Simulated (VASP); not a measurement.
Wanted: the native input for a VASP 6.6.1 run.

* Task: single point
* Functional: PBE
* Potentials or basis: VASP PAW PBE potentials, release 64 (Pt)
* Cutoff: 520 eV
* k mesh: 21 × 21 × 21
* Occupations: fermi-dirac, width 0.0612256 eV
* Spin: no spin polarisation
* Dipole correction: no
* Further INCAR settings: ALGO = Normal; EDIFF = 1e-07; NBANDS = 11

The structure of Pt lies in POSCAR:

```
Pt
1.0
    2.6080857354      0.0000000000      0.0000000000
    0.0000000000      2.6080857354      0.0000000000
    0.0000000000      0.0000000000      2.6080857354
Pt
1
Direct
    0.0000000000      0.0000000000      0.0000000000
```

This isn't the form of Pt at room conditions, which is fcc.

One way to write it, as run:

INCAR

```
ALGO = Normal ; EDIFF = 1E-7
ENCUT = 520 ; GGA = PE
ISIF = 2 ; ISMEAR = -1
LASPH = T ; LCHARG = T
LELF = T ; LREAL = F
LVHAR = T ; LWAVE = F
NBANDS = 11 ; NELM = 60
PREC = Accurate ; SIGMA = 0.06122561905347299
```

KPOINTS

```
k-points
0
Gamma
  21 21 21
```

Potentials or basis: VASP PAW PBE potentials, release 64 (Pt).

Launch:

```bash
$ cat potpaw_PBE.64/Pt/POTCAR > POTCAR
$ mpirun -np 1 vasp_std > vasp.out
```

Results of the run:

- Pressure: 3.1 GPa
- Band gap on the k mesh: zero (bands 5 and 6 overlap by 3.11 eV)

Caveat: the cell stands under pressure; spin-orbit coupling is left out, which moves the levels of the heavy elements.

It took 34 s on 1 thread of Intel(R) Xeon(R) Platinum 8259CL CPU @ 2.50GHz (Skylake/Cascade Lake) (shared host), peak memory 0.17 GiB.
